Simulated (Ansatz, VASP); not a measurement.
**SiGe in VASP and in Ansatz**

```
CELL_PARAMETERS angstrom
3.90445 0.00000 0.00000
-1.95223 3.38135 0.00000
0.00000 0.00000 6.45078
ATOMIC_POSITIONS crystal
Si 0.66667 0.33333 0.79710
Si 0.33333 0.66667 0.29710
Ge 0.66667 0.33333 0.50039
Ge 0.33333 0.66667 0.00039
```

Change from the starting cell: all Si atoms moved -0.500 Å, as atom 1 along Cartesian [0 0 1].

Alike in both runs: task single point; functional PBEsol; k mesh 12 × 12 × 6; occupations gaussian, width 0.03 eV; no spin polarisation.

|  | VASP | Ansatz |
| --- | --- | --- |
| version | VASP 6.6.1 | Ansatz 0.2.0 |
| potentials or method | VASP PAW PBE potentials, release 64 (Si, Ge_d), cutoff 520 eV | scalar-relativistic, plane waves, PAW |
| valence electrons in the cell | 36 | 36 |

|  | VASP | Ansatz | Ansatz less VASP |
| --- | --- | --- | --- |
| gap on the k mesh at the Fermi level (eV) | none | none | - |
| pressure (GPa) | 13.3 | 13.3 | +0.04 |
| traceless stress, the component that is largest in VASP (GPa) | 41.87 | 41.87 | 0.000 |
| rms of the force components (eV/Å) | 6.457 | 6.459 | +0.0016 |

VASP's potentials were made for PBE, not for PBEsol. Atom by atom the forces differ by 0.002 eV/Å (rms over components). A gap of «none» marks a metal or a gap that the smearing closes.
